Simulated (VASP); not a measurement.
# CuSi8Ni8 (a cell with a defect) (Cu interstitial hop) in VASP: further runs, part 2 of 2

VASP 6.6.1. The steps go on from the part before.

## Step 3: Single point, PBE

INCAR

```
ALGO = Normal
EDIFF = 1E-7
ENCUT = 520
GGA = PE
ISIF = 2
ISMEAR = 1
LASPH = T
LCHARG = T
LELF = T
LREAL = Auto
LVHAR = T
LWAVE = F
NBANDS = 76
NELM = 100
PREC = Accurate
SIGMA = 0.1
```

KPOINTS

```
k-points
0
Gamma
  4 4 4
```

POSCAR

```
CuSi8Ni8
1.0
    0.0000000000      3.3970617500      5.5985038700
    5.1384089300      0.0000000000      5.5985038700
    5.1384089300      3.3970617500      0.0000000000
Si Ni Cu
8 8 1
Direct
    0.3054415280      0.3104594484      0.5017012918
    0.7489981126      0.8669011009      0.9452684105
    0.2513631653      0.1766188556     -0.0006682817
    0.6847569334      0.6699898304      0.5659445000
    0.1646972932      0.7494994492      0.5689573129
    0.6817428723      0.2324435101      0.0860103191
    0.3330193822      0.7592677971      0.9176802850
    0.8154004046      0.2304499040      0.4353001456
    0.2307352169      0.4799532264      0.0199626104
    0.7227681594      0.9540228579      0.5279421051
    0.2728995554      0.0363920054      0.4581422044
    0.7925532173      0.5167353302      0.9778025909
    0.0352352351      0.7821499282      0.2154723065
    0.5253042432      0.3081982618      0.7253948352
    0.4551858685      0.7292361046      0.2665793452
    0.9841163886      0.2002980825      0.7955206757
    0.9245107778      0.4911063556      0.3261962486
```

Potentials or basis: VASP PAW PBE potentials, release 64 (Si, Ni, Cu).

Started as:

```console
> cat potpaw_PBE.64/Si/POTCAR potpaw_PBE.64/Ni/POTCAR potpaw_PBE.64/Cu/POTCAR > POTCAR
> mpirun -np 1 vasp_std > vasp.out
```

OUTCAR:

```text
EDIFF = 1E-7
   ENCUT = 520
   GGA = PE
   ISIF = 2
   ISMEAR = 1
   LASPH = T
   LREAL = Auto
   NELM = 100
   PREC = Accurate

 ion  position               nearest neighbor table
   1  0.305  0.310  0.502-  17 2.20  14 2.25  10 2.29  11 2.38  13 2.40   9 2.54  16 2.60   3 2.62
                             8 2.94   2 3.01   6 3.04   5 3.10
   2  0.749  0.867  0.945-  17 2.20  14 2.25  10 2.29  12 2.38  13 2.40   9 2.54  15 2.60   3 2.62
                             8 2.94   1 3.01   5 3.04   6 3.10
   3  0.251  0.177  0.999-   9 2.30  16 2.30  15 2.30  14 2.39  12 2.40  11 2.40   1 2.62   2 2.62

   4  0.685  0.670  0.566-  17 2.18  10 2.20  12 2.22  11 2.22  15 2.38  16 2.38   7 2.70  13 2.86
                             5 3.06   6 3.06  14 3.10
   5  0.165  0.749  0.569-  15 2.24  10 2.27   9 2.29  14 2.33  13 2.39  11 2.39   8 2.53   7 2.73
                             2 3.04   4 3.06   1 3.10
   6  0.682  0.232  0.086-  16 2.24  10 2.27   9 2.29  14 2.33  13 2.39  12 2.39   8 2.53   7 2.73
                             1 3.04   4 3.06   2 3.10
   7  0.333  0.759  0.918-  13 2.25   9 2.32  12 2.34  11 2.34  16 2.35  15 2.35   4 2.70   5 2.73
                             6 2.73
   8  0.815  0.230  0.435-  17 2.21  14 2.23  10 2.27  12 2.37  11 2.37   5 2.53   6 2.53  15 2.59
                            16 2.59   1 2.94   2 2.94
   9  0.231  0.480  0.020-   5 2.29   6 2.29   3 2.30  17 2.32   7 2.32  14 2.49   2 2.54   1 2.54
                            13 2.63  11 2.78  12 2.78
  10  0.723  0.954  0.528-   4 2.20   8 2.27   5 2.27   6 2.27   1 2.29   2 2.29  13 2.61  12 2.71
                            11 2.71  14 2.97
  11  0.273  0.036  0.458-   4 2.22   7 2.34   8 2.37   1 2.38   5 2.39  17 2.40   3 2.40  15 2.66
                            16 2.67  10 2.71   9 2.78
  12  0.793  0.517  0.978-   4 2.22   7 2.34   8 2.37   2 2.38   6 2.39  17 2.40   3 2.40  16 2.66
                            15 2.67  10 2.71   9 2.78
  13  0.035  0.782  0.215-   7 2.25   6 2.39   5 2.39   1 2.40   2 2.40  17 2.43  16 2.60  15 2.60
                            10 2.61   9 2.63   4 2.86
  14  0.525  0.308  0.725-   8 2.23   1 2.25   2 2.25   5 2.33   6 2.33   3 2.39   9 2.49  16 2.67
                            15 2.67  10 2.97   4 3.10
  15  0.455  0.729  0.267-   5 2.24   3 2.30   7 2.35   4 2.38  17 2.40   8 2.59   2 2.60  13 2.60
                            11 2.66  14 2.67  12 2.67
  16  0.984  0.200  0.796-   6 2.24   3 2.30   7 2.35   4 2.38  17 2.40   8 2.59   1 2.60  13 2.60
                            12 2.66  14 2.67  11 2.67
[... 205 lines left out ...]
 maximum number of plane-waves:      5282
 NGX is ok and might be reduce to    50
   NGX = 25   NGY = 29   NGZ = 23

 number of electron     123.0000006 magnetization

 Free energy of the ion-electron system (eV)
  ---------------------------------------------------
  ext. energy  EPLUGINS =         0.00000000
  ---------------------------------------------------
  free energy    TOTEN  =       -96.64875328 eV

  energy without entropy =      -96.64246051  energy(sigma->0) =      -96.64665569

 E-fermi :  11.1463     XC(G=0): -12.4925

 val. band max:       11.1444328526   @ k =  -0.2500   0.2500  -0.2500
 cond. band min:      11.1845771239   @ k =   0.2500   0.0000   0.2500
 fundamental gap:      0.0401442712
 Fermi energy:        11.1463496192

 k-point     1 :       0.0000    0.0000    0.0000
  band No.  band energies     occupation
      1      -2.3138      2.00000
      2       1.1990      2.00000
      3       1.4518      2.00000
      4       1.9822      2.00000
      5       2.1811      2.00000
      6       2.2442      2.00000
[... 1813 lines left out ...]
     72      14.2819      0.00000
     73      14.5179      0.00000

 [... further k-points ...]

 [bands above 73 left out]

------------------------ aborting loop because EDIFF is reached ----------------------------------------

  FORCE on cell =-STRESS in cart. coord.  units (eV):
  Direction    XX          YY          ZZ          XY          YZ          ZX
  --------------------------------------------------------------------------------------
  -------------------------------------------------------------------------------------
  Total       18.0166805     17.2108062     13.8896366     -0.0014271     -0.0008882     -1.0530102
  in kB      147.6900631    141.0839832    113.8590042     -0.0116986     -0.0072809     -8.6319536
  external PRESSURE =     134.2110168 kB  Pullay stress =       0.0000000 kB

 VOLUME and BASIS-vectors are now :
 -----------------------------------------------------------------------------
  energy-cutoff  :      520.00
  volume of cell :      195.45
      direct lattice vectors                 reciprocal lattice vectors
     0.000000000  3.397061750  5.598503870    -0.097306385  0.147186020  0.089309575
     5.138408930  0.000000000  5.598503870     0.097306385 -0.147186020  0.089309575
     5.138408930  3.397061750  0.000000000     0.097306385  0.147186020 -0.089309575

 POSITION                                       TOTAL-FORCE (eV/Angst)
 -----------------------------------------------------------------------------------
      4.17321      2.74191      3.44812        -0.000716      0.001338     -0.000601
      9.31167      5.75553      9.04662        -0.000600     -0.001847     -0.001072
      6.04251      4.24869      2.39606         0.004268      0.001178      0.002365
      6.35074      4.24871      7.58456         0.014141      0.000374      0.001240
      6.77477      2.49227      5.11813         0.010046      0.000142     -0.002778
      1.63635      2.60810      5.11808         0.008424      0.000029     -0.002674
[... 9 lines left out ...]
      5.11692      6.04554      6.63095        -0.016456     -0.002123      0.007511
      4.19963      4.24873      7.92534        -0.014807      0.000608      0.000290
 -----------------------------------------------------------------------------------
    total drift:                                0.000525     -0.000535     -0.001333

  FREE ENERGIE OF THE ION-ELECTRON SYSTEM (eV)
  ---------------------------------------------------
  free  energy   TOTEN  =       -96.6487532845 eV

  energy  without entropy=      -96.6424605113  energy(sigma->0) =      -96.64665569
```

Run time: 20 min. Hardware: 1 thread of Intel Xeon 6975P-C (Granite Rapids), shared host; peak memory 0.58 GiB.

What came out:

```
Free energy   : -96.6488 eV
Pressure      : 13.4 GPa
Largest force : 0.024 eV/Å
```

Forces in eV/Å, atoms in the order of the input:
```
Si  -0.001  0.001 -0.001
Si  -0.001 -0.002 -0.001
Si   0.004  0.001  0.002
Si   0.014  0.000  0.001
Si   0.010  0.000 -0.003
Si   0.008  0.000 -0.003
Si  -0.017  0.000  0.007
Si  -0.017 -0.001 -0.005
Ni   0.010  0.000 -0.004
Ni  -0.002  0.000 -0.007
Ni   0.002 -0.017  0.003
Ni   0.001  0.017  0.002
Ni   0.014  0.000 -0.015
Ni   0.022  0.000  0.009
Ni  -0.017  0.002  0.007
Ni  -0.016 -0.002  0.008
Cu  -0.015  0.001  0.000
```

Spin polarisation is off, so any magnetic state and its effect on volume and gap are missing.
